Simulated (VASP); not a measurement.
A run of VASP 6.6.1 is set up as follows.

File POSCAR:

```
CuO
1.0
    2.0278785972     -2.0017040055      0.1467078857
    2.0278785972      2.0017040055      0.1467078857
   -0.4192083613      0.0000000000      5.0984497577
Cu O
2 2
Direct
    0.5000000000      0.0000000000      0.5000000000
    0.0000000000      0.5000000000      0.0000000000
    0.4969680455      0.5030319545      0.7500000000
    0.5030319545      0.4969680455      0.2500000000
```

INCAR.step1

```
SYSTEM = CuO
PREC = Accurate
ENCUT = 520
ISMEAR = -1
SIGMA = 0.05
LREAL = .FALSE.
LASPH = .TRUE.
NELM = 80
NBANDS = 25
GGA = PE
ALGO = Normal
EDIFF = 1E-4
LWAVE = .TRUE.
LCHARG = .FALSE.
```

Contents of INCAR.step2:

```
SYSTEM = CuO
PREC = Accurate
ENCUT = 520
EDIFF = 1E-7
ISMEAR = -1
SIGMA = 0.05
LREAL = .FALSE.
LASPH = .TRUE.
NELM = 80
ALGO = Normal
ISIF = 2
LWAVE = .FALSE.
LCHARG = .FALSE.
METAGGA = R2SCAN
LMIXTAU = .TRUE.
NBANDS = 25
ISTART = 1
```

File KPOINTS:

```
Automatic mesh
0
G
  10 10 5
  0 0 0
```

Potentials or basis: VASP PAW PBE potentials, release 64 (Cu, O).

The run is started by

```console
$ cat potpaw_PBE.64/Cu/POTCAR potpaw_PBE.64/O/POTCAR > POTCAR
$ cp INCAR.step1 INCAR
$ mpirun -np 1 vasp_std > vasp.out
$ cp INCAR.step2 INCAR
$ mpirun -np 1 vasp_std > vasp.out
```

Problem. Estimate the pressure.

Solution. 6.0 GPa.

Problem. Estimate the band gap on the k mesh.

Solution. Zero (bands 17 and 18 overlap by 0.97 eV).

Stress tensor (GPa, compression positive):
```
 5.84  0.00 -0.04
 0.00  5.86  0.00
-0.04  0.00  6.44
```

Caveat: the cell stands under pressure; the PAW data sets were made with another functional, which shifts forces and pressure a little; semilocal functionals often make such compounds metallic where correlation or magnetic order opens a gap, which also shifts bond lengths. With open d or f shells a metallic result of r2SCAN can be an artefact of self-interaction; +U or a hybrid may open a gap.
